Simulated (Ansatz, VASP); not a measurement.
# Ba2BiSb2 in VASP and in Ansatz

```xyz
5
Lattice="-2.3925 3.8038 5.0267 2.3925 -3.8038 5.0267 2.3925 3.8038 -5.0267" Properties=species:S:1:pos:R:3 pbc="T T T"
Ba    0.0000    3.8038    2.2121
Ba    2.3925    0.0000    2.8145
Sb    0.0000    1.5387    5.0267
Sb    2.3925    2.2652    0.0000
Bi    0.0000    0.0000    0.0000
```

Alike in both runs: functional r2SCAN; k mesh 8 × 8 × 8; occupations fermi-dirac, width 0.1 eV; no spin polarisation.

Ansatz relaxed the structure, and its values are those at the end. VASP's run is a single point on that final structure, the one shown.

```csv
,VASP,Ansatz
version,VASP 6.6.1,Ansatz 0.2.0
potentials or method,"VASP PAW PBE potentials, release 64 (Ba_sv, Sb, Bi_d), cutoff 520 eV",PAW plane waves
valence electrons in the cell,45,65
```

```csv
,VASP,Ansatz,Ansatz less VASP
pressure (GPa),1.1,0.8,-0.30
rms of the force components (eV/Å),0.003,0.001,-0.0024
```

VASP's potentials were made for PBE, not for r2SCAN. With one functional, cell and mesh, what is left measures potentials, basis and numerics. VASP's potentials hold 45 valence electrons a cell and Ansatz's 65, so a difference there can come from the potentials and not from the codes. Ansatz's warnings: stress scf threshold loose.

Neither program's run includes spin-orbit coupling.
